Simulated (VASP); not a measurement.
Wanted: the native input for a VASP 6.6.1 run.

```yaml
Task: relaxation of cell and atoms
Functional: revPBE
Dispersion: D3(BJ)
Potentials_or_basis: VASP PAW PBE potentials, release 64 (Sc_sv, Al)
Cutoff: 600 eV
k_mesh: 7 × 7 × 7
Occupations: fermi-dirac, width 0.05 eV
Spin: no spin polarisation
Dipole_correction: no
Further_INCAR_settings: ALGO = Fast; EDIFF = 1e-07; IBRION = 2; EDIFFG = -0.01; NSW = 60; ISIF = 3
```

The structure of ScAl3 lies in POSCAR:

```
ScAl3
1.0
    4.0878065700      0.0000000000      0.0000000000
    0.0000000000      4.0878065700      0.0000000000
    0.0000000000      0.0000000000      4.0878065700
Sc Al
1 3
Direct
    0.0000000000      0.0000000000      0.0000000000
    0.5000000000      0.5000000000      0.0000000000
    0.0000000000      0.5000000000      0.5000000000
    0.5000000000      0.0000000000      0.5000000000
```

These files were run (other wordings do the same):

INCAR

```
SYSTEM = ScAl3
ALGO = Fast
EDIFF = 1E-7
EDIFFG = -0.01
ENCUT = 600
GGA = RE
IBRION = 2
ISIF = 3
ISMEAR = -1
IVDW = 12
LASPH = .True.
LCHARG = .False.
LREAL = .False.
LWAVE = .False.
NELM = 60
NSW = 60
PREC = Accurate
SIGMA = 0.05
```

KPOINTS

```
k-points
0
Gamma
  7 7 7
  0 0 0
```

Potentials or basis: VASP PAW PBE potentials, release 64 (Sc_sv, Al).

The run is started by

```sh
$ cat potpaw_PBE.64/Sc_sv/POTCAR potpaw_PBE.64/Al/POTCAR > POTCAR
$ mpirun -np 1 vasp_std > vasp.out
```

Results of the run:

```yaml
Relaxed_volume: 16.27 Å³/atom
Relaxed_cell: a = 4.022 Å, b = 4.022 Å, c = 4.022 Å, α = 90.00°, β = 90.00°, γ = 90.00°
Space_group_after_relaxing_to_0.05_Å: Pm-3m (No. 221)
Energy_gained_by_relaxing: 11.4 meV/atom
Ionic_steps: 3
Pressure_after_relaxing: 0.0 GPa
Band_gap_on_the_k_mesh: zero (band 10 reaches 8.80 eV, above the bottom of band 11 at 5.06 eV)
Dispersion_energy_per_atom: -0.750 eV
```

Caveat: the PAW data sets were made with another functional, which shifts forces and pressure a little; pairwise dispersion overbinds metals, which lowers pressure and volume.

Wall time 2.4 min on 1 thread of Intel Xeon 8259CL (shared host), peak memory 0.23 GiB.
